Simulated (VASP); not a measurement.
# Sc in VASP: a series of runs

Sc is run at these levels: PBEsol; tasks: electric field gradients.

Program: VASP 6.6.1. These are calculated values, not measurements. Logs are shortened: lines on timing, memory, paths and dates and some standing lists are left out, and cuts for length are marked.

**1. The cell of the first run**

It takes space group I4/mmm (No. 139, tetragonal). The conventional cell has a = 3.211 Å, b = 3.211 Å, c = 4.496 Å, α = 90.00°, β = 90.00°, γ = 90.00°. Sc (site symmetry 4/mmm) has 12 Sc at 3.19 to 3.21 Å within 4.2 Å.

**2. Electric field gradients, PBEsol (zz strain of -1 %)**

INCAR

```
SYSTEM = Sc
  PREC = Accurate
  ENCUT = 520
  EDIFF = 1E-8
  ISMEAR = -1
  SIGMA = 0.03
  LREAL = .False.
  LASPH = .True.
  NELM = 60
  ALGO = Normal
  ISIF = 2
  LWAVE = .False.
  LCHARG = .False.
  GGA = PS
  LEFG = .True.
  NBANDS = 12
```

KPOINTS

```
regular mesh
0
Gamma
  12 12 12
  0 0 0
```

POSCAR

```
Sc
1.0
    0.0000000000      2.2705000000      2.2477950000
    2.2705000000      0.0000000000      2.2477950000
    2.2705000000      2.2705000000      0.0000000000
Sc
1
Direct
    0.0000000000      0.0000000000      0.0000000000
```

Potentials or basis: VASP PAW PBE potentials, release 64 (Sc_sv).

On the command line:

```console
$ cat potpaw_PBE.64/Sc_sv/POTCAR > POTCAR
$ mpirun -np 1 vasp_std > vasp.out
```

OUTCAR:

```text
SYSTEM = Sc
   PREC = Accurate
   ENCUT = 520
   EDIFF = 1E-8
   ISMEAR = -1
   LREAL = .False.
   LASPH = .True.
   NELM = 60
   ISIF = 2
   GGA = PS

 ion  position               nearest neighbor table
   1  0.000  0.000  0.000-

  LATTYP: Found a body centered tetragonal cell.
 ALAT       =     3.2109718934
 C/A-ratio  =     1.4000714267

  Lattice vectors:

 A1 = (   0.0000000000,  -2.2705000000,  -2.2477950000)
 A2 = (   0.0000000000,   2.2705000000,  -2.2477950000)
 A3 = (   2.2705000000,   0.0000000000,   2.2477950000)

Analysis of symmetry for initial positions (statically):
=====================================================================
 Subroutine PRICEL returns:
 Original cell was already a primitive cell.

 Routine SETGRP: Setting up the symmetry group for a
 body centered tetragonal supercell.

 Subroutine GETGRP returns: Found 16 space group operations
 (whereof 16 operations were pure point group operations)
 out of a pool of 16 trial point group operations.

The static configuration has the point symmetry D_4h.

Analysis of symmetry for dynamics (positions and initial velocities):
=====================================================================
 Subroutine PRICEL returns:
 Original cell was already a primitive cell.

 Routine SETGRP: Setting up the symmetry group for a
 body centered tetragonal supercell.

 Subroutine GETGRP returns: Found 16 space group operations
 (whereof 16 operations were pure point group operations)
 out of a pool of 16 trial point group operations.

The dynamic configuration has the point symmetry D_4h.

 Subroutine INISYM returns: Found 16 space group operations
 (whereof 16 operations are pure point group operations),
 and found     1 'primitive' translations

----------------------------------------------------------------------------------------

                                     Primitive cell

  volume of cell :      23.1755

  direct lattice vectors                    reciprocal lattice vectors
     0.000000000  2.270500000  2.247795000    -0.220215811  0.220215811  0.222440214
     2.270500000  0.000000000  2.247795000     0.220215811 -0.220215811  0.222440214
     2.270500000  2.270500000  0.000000000     0.220215811  0.220215811 -0.222440214

  length of vectors
     3.194957372  3.194957372  3.210971893     0.382713543  0.382713543  0.382713543

  position of ions in fractional coordinates (direct lattice)
     0.000000000  0.000000000  0.000000000

  ion indices of the primitive-cell ions
   primitive index   ion index
                 1           1

----------------------------------------------------------------------------------------

 KPOINTS: regular mesh

Automatic generation of k-mesh.
 Grid dimensions read from file:
 generate k-points for:   12   12   12

 Generating k-lattice:

  Cartesian coordinates                     Fractional coordinates (reciprocal lattice)
    -0.018351318  0.018351318  0.018536684     0.083333333  0.000000000  0.000000000
     0.018351318 -0.018351318  0.018536684     0.000000000  0.083333333  0.000000000
     0.018351318  0.018351318 -0.018536684     0.000000000  0.000000000  0.083333333

  Length of vectors
     0.031892795  0.031892795  0.031892795

  Shift w.r.t. Gamma in fractional coordinates (k-lattice)
     0.000000000  0.000000000  0.000000000

 Subroutine IBZKPT returns following result:
 ===========================================

 Found    163 irreducible k-points:

 Following reciprocal coordinates:
            Coordinates               Weight
  0.000000  0.000000  0.000000      1.000000
  0.083333  0.000000  0.000000      8.000000
  0.166667  0.000000  0.000000      8.000000
  0.250000  0.000000  0.000000      8.000000
  0.333333  0.000000  0.000000      8.000000
  0.416667  0.000000  0.000000      8.000000
[... 16 lines left out ...]
  0.500000  0.166667  0.000000      8.000000
 -0.416667  0.166667  0.000000      8.000000
 [... further k-points ...]
   k-points           NKPTS =    163   k-points in BZ     NKDIM =    163   number of bands    NBANDS=     12
   number of dos      NEDOS =    301   number of ions     NIONS =      1
   total plane-waves  NPLWV =  13824
   dimension x,y,z NGX =    24 NGY =   24 NGZ =   24
   dimension x,y,z NGXF=    48 NGYF=   48 NGZF=   48
   ions per type =               1
   NGX,Y,Z   is equivalent  to a cutoff of  12.49, 12.49, 12.43 a.u.
   NGXF,Y,Z  is equivalent  to a cutoff of  24.98, 24.98, 24.85 a.u.
 SYSTEM =  Sc
   PREC   = accura    normal or accurate (medium, high low for compatibility)
   ISTART =      0    job   : 0-new  1-cont  2-samecut
   ICHARG =      2    charge: 1-file 2-atom 10-const
   ISPIN  =      1    spin polarized calculation?
   LNONCOLLINEAR =      F non collinear calculations
   LSORBIT =      F    spin-orbit coupling
   LASPH  =      T    aspherical Exc in radial PAW
   ENCUT  =  520.0 eV  38.22 Ry    6.18 a.u.   5.94  5.94  5.97*2*pi/ulx,y,z
   NELM   =     60;   NELMIN=  2; NELMDL= -5     # of ELM steps
   EDIFF  = 0.1E-07   stopping-criterion for ELM
   LREAL  =      F    real-space projection
   EDIFFG = 0.1E-06   stopping-criterion for IOM
   NSW    =      0    number of steps for IOM
   IBRION =     -1    ionic relax: 0-MD 1-quasi-New 2-CG
   NFREE  =      0    steps in history (QN), initial steepest desc. (CG)
   ISIF   =      2    stress and relaxation
   ISYM   =      2    0-nonsym 1-usesym 2-fastsym
   POTIM  = 0.5000    time-step for ionic-motion
   TEBEG  =    0.0;   TEEND  =   0.0 temperature during run
   PSTRESS=    0.0 pullay stress
   NELECT =      11.0000    total number of electrons
   NUPDOWN=      -1.0000    fix difference up-down
   EMIN   =  10.00;   EMAX   =-10.00  energy-range for DOS
   EFERMI =   0.00;   METHOD = LEGACY
   ISMEAR =    -1;   SIGMA  =   0.03  broadening in eV -4-tet -1-fermi 0-gaus
   EFERMI_NEDOS =   21; number of points for ismear=-14 and -15
   IALGO  =     38    algorithm
   IMIX   =      4    mixing-type and parameters
     AMIX     =   0.40;   BMIX     =  1.00
     AMIX_MAG =   1.60;   BMIX_MAG =  1.00
  volume/ion in A,a.u.               =      23.18       156.40
  Fermi-wavevector in a.u.,A,eV,Ry     =   1.277014  2.413207 22.187918  1.630766
  Thomas-Fermi vector in A             =   2.409638
   LORBIT       =      0    0 simple, 1 ext, 2 COOP (PROOUT), +10 PAW based schemes
   GGA     = PS    functional components
   LHFCALC =     F    Hartree Fock is set to
   AEXX    =    0.0000 exact exchange contribution
   IVDW    =     0    specifies the selected vdW correction
   LEPSILON=     F    determine dielectric tensor
   LRPA    =     F    only Hartree local field effects (RPA)
 non-spin polarized calculation
  energy-cutoff  :      520.00
  volume of cell :       23.18
 maximum number of plane-waves:       638
   NGX = 11   NGY = 11   NGZ = 11

 number of electron      10.9999999 magnetization

 Free energy of the ion-electron system (eV)
  ---------------------------------------------------
  ext. energy  EPLUGINS =         0.00000000
  ---------------------------------------------------
  free energy    TOTEN  =        -6.56050772 eV

  energy without entropy =       -6.55545356  energy(sigma->0) =       -6.55798064

 E-fermi :   4.0032     XC(G=0): -10.2421

 val. band max:        3.9987762031   @ k =  -0.4167   0.1667   0.0833
 cond. band min:       4.0078128351   @ k =   0.5000   0.3333   0.1667
 fundamental gap:      0.0090366320
 Fermi energy:         4.0032361260

 k-point     1 :       0.0000    0.0000    0.0000
  band No.  band energies     occupation
      1     -45.0611      2.00000
      2     -23.5245      2.00000
      3     -23.5245      2.00000
      4     -23.5241      2.00000
      5      -1.3105      2.00000
      6       5.6375      0.00000
      7       5.6375      0.00000
      8       5.7059      0.00000
      9       7.1193      0.00000
     10       7.2010      0.00000
     11      16.8665      0.00000
     12      20.4189      0.00000

 k-point     2 :       0.0833    0.0000    0.0000
  band No.  band energies     occupation
      1     -45.0559      2.00000
      2     -23.5587      2.00000
      3     -23.5290      2.00000
      4     -23.5283      2.00000
      5      -1.1242      2.00000
      6       5.5161      0.00000
      7       5.7065      0.00000
      8       5.7564      0.00000
      9       7.0727      0.00000
     10       7.1495      0.00000
     11      17.0476      0.00000
     12      19.1587      0.00000
[... 316 lines left out ...]
 k-point    24 :      -0.4167    0.1667    0.0000
  band No.  band energies     occupation
      1     -44.9741      2.00000
      2     -23.9716      2.00000
      3     -23.6756      2.00000
      4     -23.6101      2.00000
      5       2.6828      2.00000
      6       3.9509      1.70273
      7       5.1262      0.00000
      8       5.9440      0.00000
      9       7.9374      0.00000
     10       8.9102      0.00000
     11      11.2634      0.00000
     12      15.8941      0.00000

 [... further k-points ...]

------------------------ aborting loop because EDIFF is reached ----------------------------------------

  FORCE on cell =-STRESS in cart. coord.  units (eV):
  Direction    XX          YY          ZZ          XY          YZ          ZX
  --------------------------------------------------------------------------------------
  -------------------------------------------------------------------------------------
  Total        0.1340551      0.1340551      0.1816381      0.0000000      0.0000000      0.0000000
  in kB        9.2675355      9.2675355     12.5570540      0.0000000      0.0000000      0.0000000
  external PRESSURE =      10.3640416 kB  Pullay stress =       0.0000000 kB

 VOLUME and BASIS-vectors are now :
 -----------------------------------------------------------------------------
  energy-cutoff  :      520.00
  volume of cell :       23.18
      direct lattice vectors                 reciprocal lattice vectors
     0.000000000  2.270500000  2.247795000    -0.220215811  0.220215811  0.222440214
     2.270500000  0.000000000  2.247795000     0.220215811 -0.220215811  0.222440214
     2.270500000  2.270500000  0.000000000     0.220215811  0.220215811 -0.222440214

 POSITION                                       TOTAL-FORCE (eV/Angst)
 -----------------------------------------------------------------------------------
      0.00000      0.00000      0.00000         0.000000      0.000000      0.000000
 -----------------------------------------------------------------------------------
    total drift:                               -0.000000      0.000000      0.000000

  FREE ENERGIE OF THE ION-ELECTRON SYSTEM (eV)
  ---------------------------------------------------
  free  energy   TOTEN  =        -6.5605077232 eV

  energy  without entropy=       -6.5554535575  energy(sigma->0) =       -6.55798064

 Electric field gradients (V/A^2)
---------------------------------------------------------------------
 ion       V_xx      V_yy      V_zz      V_xy      V_xz      V_yz
---------------------------------------------------------------------
   1      -0.187    -0.187     0.374     0.000     0.000     0.000
---------------------------------------------------------------------

 Electric field gradients after diagonalization (V/A^2)
 (convention: |V_zz| > |V_xx| > |V_yy|)
----------------------------------------------------------------------
 ion       V_xx      V_yy      V_zz     asymmetry (V_yy - V_xx)/ V_zz
----------------------------------------------------------------------
   1      -0.187    -0.187     0.374       0.000
----------------------------------------------------------------------

           NMR quadrupolar parameters

 Cq : quadrupolar parameter    Cq=e*Q*V_zz/h
 eta: asymmetry parameters     (V_yy - V_xx)/ V_zz
 Q  : nuclear electric quadrupole moment in mb (millibarn)
----------------------------------------------------------------------
 ion       Cq(MHz)       eta       Q (mb)
----------------------------------------------------------------------
   1       0.001       0.000       1.000
----------------------------------------------------------------------
```

It took 24 s on 1 thread of Intel Xeon Platinum 8259CL at 2.50GHz (Skylake/Cascade Lake), shared host; peak memory 0.17 GiB.

Results:

```
Free energy : -6.5605 eV
Pressure    : 1.0 GPa
```

Stress tensor (GPa, compression positive):
```
0.93 0.00 0.00
0.00 0.93 0.00
0.00 0.00 1.26
```

Electric field gradients, principal values (V/Å²):
| atom | least | middle | greatest (by size) |
| --- | --- | --- | --- |
| 1 Sc | -0.187 | -0.187 | 0.374 |

Caveat: the cell differs from its parent crystal (zz strain of -1 %); without QUAD_EFG the Cq values of the log hold for a quadrupole moment of 1 mb, not for the nuclei; the PAW data sets were made with another functional, which shifts forces and pressure a little.

**3. Electric field gradients, PBEsol (zz strain of -1 %)**

INCAR

```
PREC = Accurate ; ENCUT = 520
EDIFF = 1E-8 ; ISMEAR = -1
SIGMA = 0.03 ; LREAL = False
LASPH = True ; NELM = 60
ALGO = Normal ; ISIF = 2
LWAVE = False ; LCHARG = False
GGA = PS ; LEFG = True
NBANDS = 12
```

KPOINTS

```
regular mesh
0
Gamma
  12 12 12
```

POSCAR is that of step 2.

Potentials or basis: VASP PAW PBE potentials, release 64 (Sc_sv).

On the command line:

```console
$ cat potpaw_PBE.64/Sc_sv/POTCAR > POTCAR
$ mpirun -np 1 vasp_std > vasp.out
```

OUTCAR:

```text
PREC = Accurate
   ENCUT = 520
   EDIFF = 1E-8
   ISMEAR = -1
   LREAL = False
   LASPH = True
   NELM = 60
   ISIF = 2
   GGA = PS

 ion  position               nearest neighbor table
   1  0.000  0.000  0.000-

  LATTYP: Found a body centered tetragonal cell.
 ALAT       =     3.2109718934
 C/A-ratio  =     1.4000714267

  Lattice vectors:

 A1 = (   0.0000000000,  -2.2705000000,  -2.2477950000)
 A2 = (   0.0000000000,   2.2705000000,  -2.2477950000)
 A3 = (   2.2705000000,   0.0000000000,   2.2477950000)

Analysis of symmetry for initial positions (statically):
=====================================================================
 Subroutine PRICEL returns:
 Original cell was already a primitive cell.

 Routine SETGRP: Setting up the symmetry group for a
[... 541 lines left out ...]
  in kB        9.2675355      9.2675355     12.5570540      0.0000000      0.0000000      0.0000000
  external PRESSURE =      10.3640416 kB  Pullay stress =       0.0000000 kB

 VOLUME and BASIS-vectors are now :
 -----------------------------------------------------------------------------
  energy-cutoff  :      520.00
  volume of cell :       23.18
      direct lattice vectors                 reciprocal lattice vectors
     0.000000000  2.270500000  2.247795000    -0.220215811  0.220215811  0.222440214
     2.270500000  0.000000000  2.247795000     0.220215811 -0.220215811  0.222440214
     2.270500000  2.270500000  0.000000000     0.220215811  0.220215811 -0.222440214

 POSITION                                       TOTAL-FORCE (eV/Angst)
 -----------------------------------------------------------------------------------
      0.00000      0.00000      0.00000         0.000000      0.000000      0.000000
 -----------------------------------------------------------------------------------
    total drift:                               -0.000000      0.000000      0.000000

  FREE ENERGIE OF THE ION-ELECTRON SYSTEM (eV)
  ---------------------------------------------------
  free  energy   TOTEN  =        -6.5605077232 eV

  energy  without entropy=       -6.5554535575  energy(sigma->0) =       -6.55798064

 Electric field gradients (V/A^2)
---------------------------------------------------------------------
 ion       V_xx      V_yy      V_zz      V_xy      V_xz      V_yz
---------------------------------------------------------------------
   1      -0.187    -0.187     0.374     0.000     0.000     0.000
---------------------------------------------------------------------

 Electric field gradients after diagonalization (V/A^2)
 (convention: |V_zz| > |V_xx| > |V_yy|)
----------------------------------------------------------------------
 ion       V_xx      V_yy      V_zz     asymmetry (V_yy - V_xx)/ V_zz
----------------------------------------------------------------------
   1      -0.187    -0.187     0.374       0.000
----------------------------------------------------------------------

           NMR quadrupolar parameters

 Cq : quadrupolar parameter    Cq=e*Q*V_zz/h
 eta: asymmetry parameters     (V_yy - V_xx)/ V_zz
 Q  : nuclear electric quadrupole moment in mb (millibarn)
----------------------------------------------------------------------
 ion       Cq(MHz)       eta       Q (mb)
----------------------------------------------------------------------
   1       0.001       0.000       1.000
----------------------------------------------------------------------
```

stdout:

```text
POSCAR found type information on POSCAR Sc
 POSCAR found :  1 types and       1 ions
 scaLAPACK will be used
 -----------------------------------------------------------------------------
|                                                                             |
|                                                                             |
|     You enforced a specific xc type in the INCAR file but a different       |
|     I HOPE YOU KNOW WHAT YOU ARE DOING!                                     |
|                                                                             |
 -----------------------------------------------------------------------------

 LDA part: xc-table for (Slater+PW92), standard interpolation
 POSCAR, INCAR and KPOINTS ok, starting setup
 FFT: planning ... GRIDC
 FFT: planning ... GRID_SOFT
 FFT: planning ... GRID
 WAVECAR not read
 entering main loop
ion   1
```

It took 24 s on 1 thread of Intel Xeon Platinum 8259CL at 2.50GHz (Skylake/Cascade Lake), shared host; peak memory 0.17 GiB.

What came out:

```
Free energy : -6.5605 eV
Pressure    : 1.0 GPa
```

Stress tensor (GPa, compression positive):
```
0.93 0.00 0.00
0.00 0.93 0.00
0.00 0.00 1.26
```

Electric field gradients, principal values (V/Å²):
| atom | least | middle | greatest (by size) |
| --- | --- | --- | --- |
| 1 Sc | -0.187 | -0.187 | 0.374 |

Caveat: the cell differs from its parent crystal (zz strain of -1 %); without QUAD_EFG the Cq values of the log hold for a quadrupole moment of 1 mb, not for the nuclei; the PAW data sets were made with another functional, which shifts forces and pressure a little.

(Part 1 of 2 ends here.)
